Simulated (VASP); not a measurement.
Cu: single point with PBE

The system is Cu.

```
Cu
1.0
    -1.52235    1.52235    1.45110
     1.52235   -1.52235    1.45110
     1.52235    1.52235   -1.45110
Cu
1
Direct
  0.00000 0.00000 0.00000
```

| Item | Value |
| --- | --- |
| Program | VASP 6.6.1 |
| Task | single point |
| Functional | PBE |
| Potentials or basis | VASP PAW PBE potentials, release 64 (Cu) |
| Cutoff | 520 eV |
| k mesh | 22 × 22 × 22 |
| Occupations | gaussian, width 0.15 eV |
| Spin | no spin polarisation |
| Dipole correction | no |
| Further INCAR settings | ALGO = Fast; EDIFF = 1e-07; NBANDS = 12 |

- Pressure: -11.3 GPa

Stress tensor (GPa, compression positive):
```
-11.12   0.00   0.00
  0.00 -11.12   0.00
  0.00   0.00 -11.70
```

Levels at points of the mesh, in eV from the Fermi level:
| k point | band 4 | band 5 | band 6 | band 7 | band 8 | band 9 |
| --- | --- | --- | --- | --- | --- | --- |
| (0.00, 0.00, 0.00) | -2.67 | -1.98 | -1.82 | 23.22 | 23.22 | 24.49 |
| (0.50, 0.00, 0.00) | -1.74 | -1.29 | -0.15 | 3.86 | 15.61 | 16.03 |
| (0.50, 0.50, 0.00) | -1.85 | -1.31 | -0.48 | 3.38 | 16.86 | 17.25 |
| (0.50, 0.50, 0.50) | -1.45 | -1.41 | 7.11 | 7.11 | 8.77 | 12.23 |

Wall time 3.8 min on 1 thread of Intel Xeon 8259CL (shared host), peak memory 0.24 GiB.
